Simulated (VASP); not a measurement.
Wanted: the native input for a VASP 6.6.1 run.

- Task: single point
- Functional: PBEsol
- Potentials or basis: VASP PAW PBE potentials, release 64 (Rh_pv)
- Cutoff: 520 eV
- k mesh: 21 × 21 × 21
- Occupations: fermi-dirac, width 0.1 eV
- Spin: no spin polarisation
- Dipole correction: no
- Further INCAR settings: ALGO = Normal; EDIFF = 1e-06; NBANDS = 14

The structure of Rh lies in POSCAR:

```
Rh
1.0
    0.0000000000      1.8907629930      1.8907629930
    1.8907629930      0.0000000000      1.8907629930
    1.8907629930      1.8907629930      0.0000000000
Rh
1
Direct
    0.0000000000      0.0000000000      0.0000000000
```

These files were run (other wordings do the same):

INCAR

```
SYSTEM = Rh
PREC     = Accurate       ! precision mode
ENCUT    = 520            ! plane-wave cutoff, eV
EDIFF    = 1E-6           ! SCF threshold, eV
ISMEAR   = -1             ! smearing method
SIGMA    = 0.1            ! smearing width, eV
LREAL    = .FALSE.        ! projectors in reciprocal space
LASPH    = .TRUE.         ! aspherical terms in the spheres
NELM     = 100            ! most SCF steps
ALGO     = Normal         ! electronic algorithm
ISIF     = 2              ! what is computed and relaxed
LWAVE    = .FALSE.        ! write WAVECAR
LCHARG   = .FALSE.        ! write CHGCAR
GGA      = PS             ! functional
NBANDS   = 14             ! bands
```

KPOINTS

```
regular mesh
0
G
  21 21 21
  0 0 0
```

Potentials or basis: VASP PAW PBE potentials, release 64 (Rh_pv).

The run is started by

```sh
$ cat potpaw_PBE.64/Rh_pv/POTCAR > POTCAR
$ mpirun -np 1 vasp_std > vasp.out
```

Results of the run:

```json
{"Pressure": "-0.1 GPa"}
```

Caveat: the PAW data sets were made with another functional, which shifts forces and pressure a little.

Wall time 40 s on 1 thread of Intel(R) Xeon(R) Platinum 8259CL CPU @ 2.50GHz (Skylake/Cascade Lake), on a shared host, peak memory 0.16 GiB.
